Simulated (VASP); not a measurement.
Here is a VASP 6.6.1 calculation.

Contents of INCAR:

```
SYSTEM = Ge
PREC     = Accurate       ! precision mode
ENCUT    = 520            ! plane-wave cutoff, eV
EDIFF    = 1E-7           ! SCF threshold, eV
ISMEAR   = -1             ! smearing method
SIGMA    = 0.1            ! smearing width, eV
LREAL    = .FALSE.        ! projectors in reciprocal space
LASPH    = .TRUE.         ! aspherical terms in the spheres
NELM     = 80             ! most SCF steps
ALGO     = Normal         ! electronic algorithm
ISIF     = 2              ! what is computed and relaxed
LWAVE    = .FALSE.        ! write WAVECAR
LCHARG   = .TRUE.         ! write CHGCAR
GGA      = CA             ! functional
LELF     = .TRUE.         ! ELF
LVHAR    = .TRUE.       
NBANDS   = 13             ! bands
```

KPOINTS

```
Automatic mesh
0
G
  18 18 18
  0 0 0
```

File POSCAR:

```
Ge
1.0
   -1.4275980565      1.4275980565      1.4275980565
    1.4275980565     -1.4275980565      1.4275980565
    1.4275980565      1.4275980565     -1.4275980565
Ge
1
Direct
    0.0000000000      0.0000000000      0.0000000000
```

Potentials or basis: VASP PAW LDA potentials, release 64 (Ge_d).

The run is started by

```console
$ cat potpaw_LDA.64/Ge_d/POTCAR > POTCAR
$ mpirun -np 1 vasp_std > vasp.out
```

**Question.** Predict the band gap on the k mesh.

**Answer.** Zero (band 7 reaches 28.41 eV, above the bottom of band 8 at 7.76 eV).

**Question.** Estimate the pressure.

**Answer.** 89.8 GPa.
